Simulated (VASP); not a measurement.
# SiN2 (P6_3/mmc) in VASP: notebook, part 2 of 2

VASP 6.6.1. The steps go on from the part before.

### 3 Single point, PBE

This run uses another cell than the first one, of 9.08 Å³/atom.

INCAR

```
ALGO = Normal ; EDIFF = 1E-7
ENCUT = 520 ; GGA = PE
ISIF = 2 ; ISMEAR = 0
LASPH = T ; LCHARG = F
LREAL = F ; LWAVE = F
NBANDS = 23 ; NELM = 100
PREC = Accurate ; SIGMA = 0.1
```

KPOINTS

```
k-points
0
Gamma
  12 12 2
```

POSCAR

```
SiN2
1.0
    2.5287595476      0.0000000000      0.0000000000
   -1.2643797738      2.1899700083      0.0000000000
    0.0000000000      0.0000000000      9.8358376730
Si N
2 4
Direct
    0.3333333333      0.6666666667      0.2500000000
    0.6666666667      0.3333333333      0.7500000000
    0.3333333333      0.6666666667      0.6275000000
    0.6666666667      0.3333333333      0.1275000000
    0.3333333333      0.6666666667      0.8725000000
    0.6666666667      0.3333333333      0.3725000000
```

Potentials or basis: VASP PAW PBE potentials, release 64 (Si, N).

Launch:

```console
> cat potpaw_PBE.64/Si/POTCAR potpaw_PBE.64/N/POTCAR > POTCAR
> mpirun -np 1 vasp_std > vasp.out
```

Wall time 25 s (1 thread of Intel Xeon 6975P-C (Granite Rapids), shared host); peak memory 0.18 GiB.

It converged, with:

- Free energy: -36.1721 eV
- Pressure: 20.3 GPa
- Largest force: 2.683 eV/Å
- Band gap on the k mesh: zero (bands 14 and 15 overlap by 2.46 eV)

Forces in eV/Å, atoms in the order of the input:
```
Si   0.000  0.000  0.000
Si   0.000  0.000  0.000
N    0.000  0.000  2.683
N    0.000  0.000  2.683
N    0.000  0.000 -2.683
N    0.000  0.000 -2.683
```

Stress tensor (GPa, compression positive):
```
 48.78   0.00   0.00
  0.00  48.78   0.00
  0.00   0.00 -36.79
```

Levels at points of the mesh, in eV from the Fermi level:
```
           k point  band 10  band 11  band 12  band 13  band 14  band 15  band 16  band 17  band 18  band 19
(0.00, 0.00, 0.00)     0.39     0.46     0.46     1.54     1.54     1.63     1.63     5.84     6.82    12.65
(0.50, 0.00, 0.00)    -3.27    -1.68    -1.56    -0.25    -0.19     0.00     0.53     3.65     3.69     6.85
(0.00, 0.00, 0.50)     0.42     0.42     0.42     1.59     1.59     1.59     1.59     6.40     6.40    12.52
(0.50, 0.00, 0.50)    -3.52    -1.62    -1.62    -0.09    -0.09     0.08     0.08     3.76     3.76     7.17
```

Caveat: the stress differs along the axes, from -37 to 49 GPa; forces of over 1 eV/Å act on the atoms, so gaps and moduli don't describe the material at rest.

### 4 Single point, PBE, collinear spin, ferromagnetic start

This run uses another cell than the first one, of 11.84 Å³/atom.

INCAR

```
ALGO     = Normal         # electronic algorithm
EDIFF    = 1E-7           # SCF threshold, eV
ENCUT    = 520            # plane-wave cutoff, eV
GGA      = PE             # functional
ISIF     = 2              # what is computed and relaxed
ISMEAR   = 0              # smearing method
ISPIN    = 2              # spin polarisation
LASPH    = T              # aspherical terms in the spheres
LCHARG   = F              # write CHGCAR
LORBIT   = 11             # projections on sites
LREAL    = F              # projectors in reciprocal space
LWAVE    = F              # write WAVECAR
MAGMOM   = 0 0 0.42 0.42 0.42 0.42 # initial moments
NBANDS   = 27             # bands
NELM     = 150            # most SCF steps
PREC     = Accurate       # precision mode
SIGMA    = 0.1            # smearing width, eV
```

KPOINTS

```
k-points
0
Gamma
  6 6 2
```

POSCAR

```
SiN2
1.0
    2.8529982790      0.0000000000      0.0000000000
   -1.4264991395      2.4707689866      0.0000000000
    0.0000000000      0.0000000000     10.0784135251
Si N
2 4
Direct
    0.3333333333      0.6666666667      0.2500000000
    0.6666666667      0.3333333333      0.7500000000
    0.3333333333      0.6666666667      0.6625651688
    0.6666666667      0.3333333333      0.1625651688
    0.3333333333      0.6666666667      0.8374348312
    0.6666666667      0.3333333333      0.3374348312
```

Launch:

```console
> cat potpaw_PBE.64/Si/POTCAR potpaw_PBE.64/N/POTCAR > POTCAR
> mpirun -np 1 vasp_std > vasp.out
```

Run time: 35 s. Hardware: 1 thread of Intel Xeon 6975P-C (Granite Rapids), shared host; peak memory 0.24 GiB.

Results (log left out):

```yaml
Free_energy: -41.5125 eV
Pressure: 0.2 GPa
Largest_force: 0.065 eV/Å
Band_gap_on_the_k_mesh: 0.92 eV
Net_moment: 0.00 μB per cell
Valence_electrons_inside_the_program's_atomic_spheres: Si 1.49; N 3.73
```

Forces on the atoms (eV/Å):
```
Si   0.000  0.000  0.000
Si   0.000  0.000  0.000
N    0.000  0.000 -0.065
N    0.000  0.000 -0.065
N    0.000  0.000  0.065
N    0.000  0.000  0.065
```

Stress tensor (GPa, compression positive):
```
-0.05  0.00  0.00
 0.00 -0.05  0.00
 0.00  0.00  0.55
```

Levels at points of the mesh, in eV from the valence-band top:
Spin up:
| k point | band 10 | band 11 | band 12 | band 13 | band 14 | band 15 | band 16 | band 17 | band 18 | band 19 |
| --- | --- | --- | --- | --- | --- | --- | --- | --- | --- | --- |
| (0.00, 0.00, 0.00) | -3.89 | -0.02 | -0.02 | 0.00 | 0.00 | 0.92 | 2.34 | 2.35 | 2.61 | 7.77 |
| (0.50, 0.00, 0.00) | -5.08 | -4.05 | -3.82 | -1.16 | -1.11 | 2.59 | 2.61 | 2.65 | 3.01 | 7.59 |
| (0.00, 0.00, 0.50) | -3.89 | -0.01 | -0.01 | -0.01 | -0.01 | 1.75 | 1.75 | 2.35 | 2.35 | 7.78 |
| (0.50, 0.00, 0.50) | -5.13 | -3.92 | -3.92 | -1.14 | -1.14 | 2.57 | 2.57 | 2.83 | 2.83 | 7.98 |
Spin down:
| k point | band 10 | band 11 | band 12 | band 13 | band 14 | band 15 | band 16 | band 17 | band 18 | band 19 |
| --- | --- | --- | --- | --- | --- | --- | --- | --- | --- | --- |
| (0.00, 0.00, 0.00) | -3.89 | -0.02 | -0.02 | 0.00 | 0.00 | 0.92 | 2.34 | 2.35 | 2.61 | 7.77 |
| (0.50, 0.00, 0.00) | -5.08 | -4.05 | -3.82 | -1.16 | -1.11 | 2.59 | 2.61 | 2.65 | 3.01 | 7.59 |
| (0.00, 0.00, 0.50) | -3.89 | -0.01 | -0.01 | -0.01 | -0.01 | 1.75 | 1.75 | 2.35 | 2.35 | 7.78 |
| (0.50, 0.00, 0.50) | -5.13 | -3.92 | -3.92 | -1.14 | -1.14 | 2.57 | 2.57 | 2.83 | 2.83 | 7.98 |

Caveat: the k points lie up to 0.42 Å⁻¹ apart; this functional lacks dispersion, which binds layers or chains, so the pressure and a relaxed spacing across them are unreliable.

### 5 Single point, PBE

INCAR

```
ALGO     = Normal         # electronic algorithm
EDIFF    = 1E-7           # SCF threshold, eV
ENCUT    = 520            # plane-wave cutoff, eV
GGA      = PE             # functional
ISIF     = 2              # what is computed and relaxed
ISMEAR   = 0              # smearing method
LASPH    = True           # aspherical terms in the spheres
LCHARG   = True           # write CHGCAR
LELF     = True           # ELF
LREAL    = False          # projectors in reciprocal space
LVHAR    = True         
LWAVE    = False          # write WAVECAR
NBANDS   = 23             # bands
NELM     = 100            # most SCF steps
PREC     = Accurate       # precision mode
SIGMA    = 0.02           # smearing width, eV
```

KPOINTS

```
k-points
0
Gamma
  12 12 4
```

POSCAR

```
SiN2
1.0
    2.8529195384      0.0000000000      0.0000000000
   -1.4264597692      2.4707007952      0.0000000000
    0.0000000000      0.0000000000     10.4047476577
Si N
2 4
Direct
    0.3333333333      0.6666666667      0.2500000000
    0.6666666667      0.3333333333      0.7500000000
    0.3333333333      0.6666666667      0.6652313468
    0.6666666667      0.3333333333      0.1652313468
    0.3333333333      0.6666666667      0.8347686532
    0.6666666667      0.3333333333      0.3347686532
```

Launch:

```console
> cat potpaw_PBE.64/Si/POTCAR potpaw_PBE.64/N/POTCAR > POTCAR
> mpirun -np 1 vasp_std > vasp.out
```

It took 45 s on 1 thread of Intel Xeon 6975P-C (Granite Rapids), shared host; peak memory 0.23 GiB.

Results (log left out):

```yaml
Free_energy: -41.5239 eV
Pressure: 0.1 GPa
Largest_force: 0.048 eV/Å
Band_gap_on_the_k_mesh: 0.96 eV
```

Forces on the atoms (eV/Å):
```
Si   0.000  0.000  0.000
Si   0.000  0.000  0.000
N    0.000  0.000 -0.048
N    0.000  0.000 -0.048
N    0.000  0.000  0.048
N    0.000  0.000  0.048
```

Stress tensor (GPa, compression positive):
```
-0.04  0.00  0.00
 0.00 -0.04  0.00
 0.00  0.00  0.26
```

Levels at points of the mesh, in eV from the valence-band top:
```tsv
k point	band 10	band 11	band 12	band 13	band 14	band 15	band 16	band 17	band 18	band 19
(0.00, 0.00, 0.00)	-3.88	-0.01	-0.01	0.00	0.00	0.96	2.35	2.36	2.47	7.66
(0.50, 0.00, 0.00)	-5.08	-4.01	-3.84	-1.15	-1.12	2.60	2.62	2.66	2.97	7.60
(0.00, 0.00, 0.50)	-3.88	-0.01	-0.01	-0.01	-0.01	1.69	1.69	2.36	2.36	7.72
(0.50, 0.00, 0.50)	-5.12	-3.92	-3.92	-1.13	-1.13	2.59	2.59	2.82	2.82	7.95
```

Caveat: this functional lacks dispersion, which binds layers or chains, so the pressure and a relaxed spacing across them are unreliable. A k mesh can miss the band edges.

### 6 Summary

```tsv
spin	cell	k mesh	smearing	gap on the mesh (eV)	pressure (GPa)	largest force (eV/Å)
off	a = 2.853, b = 2.853, c = 10.405 Å, angles 90.0, 90.0, 120.0°, 6 atoms, atomic positions A	6 × 6 × 2	gaussian 0.1 eV	0.96	0.0	0.04
off	a = 2.529, b = 2.529, c = 9.836 Å, angles 90.0, 90.0, 120.0°, 6 atoms, atomic positions B	12 × 12 × 2	gaussian 0.1 eV	none	20.3	2.68
collinear, ferromagnetic start	a = 2.853, b = 2.853, c = 10.078 Å, angles 90.0, 90.0, 120.0°, 6 atoms, atomic positions C	6 × 6 × 2	gaussian 0.1 eV	0.92	0.2	0.06
off	a = 2.853, b = 2.853, c = 10.405 Å, angles 90.0, 90.0, 120.0°, 6 atoms, atomic positions A	12 × 12 × 4	gaussian 0.02 eV	0.96	0.1	0.05
```

Alike in all rows: task single point; level PBE; potentials or basis VASP PAW PBE potentials, release 64 (Si, N); cutoff (eV) 520.

Caveats: some runs use coarse meshes; this functional lacks dispersion, which binds layers or chains, so the pressure and a relaxed spacing across them are unreliable (at least some runs); the stress differs along the axes, from -37 to 49 GPa (at least some runs); forces of over 1 eV/Å act on the atoms, so gaps and moduli don't describe the material at rest (at least some runs).

Absolute energies hang on the potentials; compare differences alone.
